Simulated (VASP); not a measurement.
Runs of VASP 6.6.1 on Sr. The structure is that of space group P6_3/mmc (No. 194), or close to it. The cells are those of the table. 

| cell | k mesh | gap on the mesh (eV) | pressure (GPa) |
| --- | --- | --- | --- |
| a = 3.894, b = 3.894, c = 6.510 Å, angles 90.0, 90.0, 120.0°, 2 atoms | 12 × 12 × 6 | none | (a) |
| a = 4.306, b = 4.306, c = 7.117 Å, angles 90.0, 90.0, 120.0°, 2 atoms | 12 × 12 × 6 | none | 0.0 |
| a = 4.693, b = 4.693, c = 7.658 Å, angles 90.0, 90.0, 120.0°, 2 atoms | 12 × 12 × 6 | none | -2.0 |
| a = 3.408, b = 3.408, c = 5.699 Å, angles 90.0, 90.0, 120.0°, 2 atoms | 15 × 15 × 8 | none | 20.1 |
| a = 4.107, b = 4.107, c = 6.825 Å, angles 90.0, 90.0, 120.0°, 2 atoms | 12 × 12 × 6 | none | (b) |
| a = 3.670, b = 3.670, c = 6.178 Å, angles 90.0, 90.0, 120.0°, 2 atoms | 12 × 12 × 8 | none | 10.1 |

Alike in all rows: task single point; level r2SCAN; potentials or basis VASP PAW PBE potentials, release 64 (Sr_sv); no spin polarisation; cutoff (eV) 520; smearing gaussian 0.1 eV.

**Question.** Fill in the values left out.

**Answer.** (a) 5.0; (b) 2.0.

Caveats: the PAW data sets were made with another functional, which shifts forces and pressure a little.

A k mesh can miss the band edges, and the runs leave out spin-orbit coupling on Sr.

A gap of «none» marks levels without a gap at the run's occupations.
